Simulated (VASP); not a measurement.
A run of VASP 6.6.1:

INCAR

```
ALGO = Normal
EDIFF = 1E-6
ENCUT = 520
GGA = RP
ISIF = 2
ISMEAR = 0
IVDW = 12
LASPH = T
LCHARG = T
LELF = T
LREAL = F
LVHAR = T
LWAVE = F
NBANDS = 11
NELM = 60
PREC = Accurate
SIGMA = 0.1
```

KPOINTS

```
k-points
0
Gamma
  10 10 10
```

POSCAR

```
BAs
1.0
    0.0000000000      2.5381599925      2.5381599925
    2.5381599925      0.0000000000      2.5381599925
    2.5381599925      2.5381599925      0.0000000000
As B
1 1
Direct
    0.7500000000      0.7500000000      0.7500000000
    0.0000000000      0.0000000000      0.0000000000
```

Potentials or basis: VASP PAW PBE potentials, release 64 (As, B).

Command:

```sh
$ cat potpaw_PBE.64/As/POTCAR potpaw_PBE.64/B/POTCAR > POTCAR
$ mpirun -np 1 vasp_std > vasp.out
```

Hardware: 1 thread of Intel Xeon 8259CL, on a shared host.

**Question.** How long does it take, and how much memory?

**Answer.** Run time: 24 s on 1 thread of Intel Xeon 8259CL, with other jobs on the host, peak memory 0.17 GiB. Counts: scf iterations 13, k points 47.
